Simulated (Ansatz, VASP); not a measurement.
One calculation of Sb, two programs

```
CELL_PARAMETERS angstrom
3.07301 0.00000 0.00000
0.00000 3.07301 0.00000
0.00000 0.00000 3.07301
ATOMIC_POSITIONS crystal
Sb 0.00000 0.00000 0.00000
```

Alike in both runs: task single point; functional PBEsol; k mesh 14 × 14 × 14; occupations gaussian, width 0.1 eV; no spin polarisation.

```csv
,VASP,Ansatz
version,VASP 6.6.1,Ansatz 0.2.0
potentials or method,"VASP PAW PBE potentials, release 64 (Sb), cutoff 520 eV","scalar-relativistic, plane waves, PAW"
valence electrons in the cell,5,15
```

```csv
,VASP,Ansatz,Ansatz less VASP
gap on the k mesh at the Fermi level (eV),none,none,-
pressure (GPa),-0.6,-0.7,-0.11
```

VASP's potentials were made for PBE, not for PBEsol. A gap of «none» marks a metal or a gap that the smearing closes. VASP's potentials hold 5 valence electrons a cell and Ansatz's 15, so a difference there can come from the potentials and not from the codes.

Spin-orbit coupling is off throughout.
